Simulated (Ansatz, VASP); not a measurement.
## B8P9: VASP beside Ansatz

```
B P
1.0
     0.00000    4.54819   -4.54819
     4.54819    4.54819    0.00000
     4.54819    0.00000   -4.54819
B P
8 9
Cartesian
  2.2741 4.5148 -2.2741
  0.0334 2.2741 -2.2741
  2.2741 6.8223 -4.5815
  0.0000 4.5482 -4.5482
  4.5482 4.5482 -4.5482
  2.2741 2.2741 -4.5148
  4.5148 6.8223 -6.8223
  2.2741 4.5815 -6.8223
  3.4178 3.4178 -3.4178
  5.6785 5.6785 -3.4178
  3.4178 5.6785 -5.6785
  5.5957 8.0488 -5.5957
  5.6785 3.4178 -5.6785
  8.0488 5.5957 -5.5957
  5.5957 5.5957 -8.0488
  8.0488 8.0488 -8.0488
  6.8223 6.8223 -6.8223
```

Alike in both runs: functional PBE; k mesh 3 × 3 × 3; occupations gaussian, width 0.01 eV; collinear spin.

Ansatz relaxed the structure, and its values are those at the end. VASP's run is a single point on that final structure, the one shown.

|  | VASP | Ansatz |
| --- | --- | --- |
| version | VASP 6.6.1 | Ansatz 0.2.0 |
| potentials or method | VASP PAW PBE potentials, release 64 (B, P), cutoff 520 eV | scalar-relativistic, plane waves, PAW |
| valence electrons in the cell | 69 | 69 |

Ansatz gave:

| Quantity | Value |
| --- | --- |
| gap on the k mesh at the Fermi level (eV) | none |
| rms of the force components (eV/Å) | 0.005 |
| net moment per atom (μB) | 0.00 |

Which values does VASP return?

gap on the k mesh at the Fermi level (eV): none; rms of the force components (eV/Å): 0.007; net moment per atom (μB): 0.00.

A gap of «none» marks a metal or a gap that the smearing closes. Ansatz's warnings: filled band counts differ across k points, seeded moment not kept.

The k mesh is coarse, so the values compare programs but aren't converged.
